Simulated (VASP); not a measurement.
Here is a VASP 6.6.1 calculation.

Contents of INCAR:

```
SYSTEM = ZnS
PREC     = Accurate       ! precision mode
ENCUT    = 520            ! plane-wave cutoff, eV
EDIFF    = 1E-7           ! SCF threshold, eV
ISMEAR   = -1             ! smearing method
SIGMA    = 0.05           ! smearing width, eV
LREAL    = .FALSE.        ! projectors in reciprocal space
LASPH    = .TRUE.         ! aspherical terms in the spheres
NELM     = 60             ! most SCF steps
ALGO     = Normal         ! electronic algorithm
ISIF     = 2              ! what is computed and relaxed
LWAVE    = .FALSE.        ! write WAVECAR
LCHARG   = .FALSE.        ! write CHGCAR
GGA      = PS             ! functional
NBANDS   = 46             ! bands
```

Contents of KPOINTS:

```
Automatic mesh
0
G
  8 8 3
  0 0 0
```

POSCAR

```
ZnS
1.0
    3.7970435223      0.0000000000      0.0000000000
   -1.8985217611      3.2883361495      0.0000000000
    0.0000000000      0.0000000000     12.4359706225
Zn S
4 4
Direct
    0.6666666667      0.3333333333      0.7500000000
    0.3333333333      0.6666666667      0.2500000000
    0.0000000000      0.0000000000      0.5000000000
    0.0000000000      0.0000000000      0.0000000000
    0.6666666667      0.3333333333      0.9375000000
    0.3333333333      0.6666666667      0.4375000000
    0.0000000000      0.0000000000      0.6875000000
    0.0000000000      0.0000000000      0.1875000000
```

Potentials or basis: VASP PAW PBE potentials, release 64 (Zn, S).

The run is started by

```console
$ cat potpaw_PBE.64/Zn/POTCAR potpaw_PBE.64/S/POTCAR > POTCAR
$ mpirun -np 1 vasp_std > vasp.out
```

Task: What does it give for the pressure?

Result: -0.6 GPa.

Task: What does it give for the band gap on the k mesh?

Result: 2.08 eV.

Forces on the atoms (eV/Å):
```
Zn   0.000  0.000  0.007
Zn   0.000  0.000  0.007
Zn   0.000  0.000  0.025
Zn   0.000  0.000  0.025
S    0.000  0.000  0.013
S    0.000  0.000  0.013
S    0.000  0.000 -0.045
S    0.000  0.000 -0.045
```

Caveat: the PAW data sets were made with another functional, which shifts forces and pressure a little.
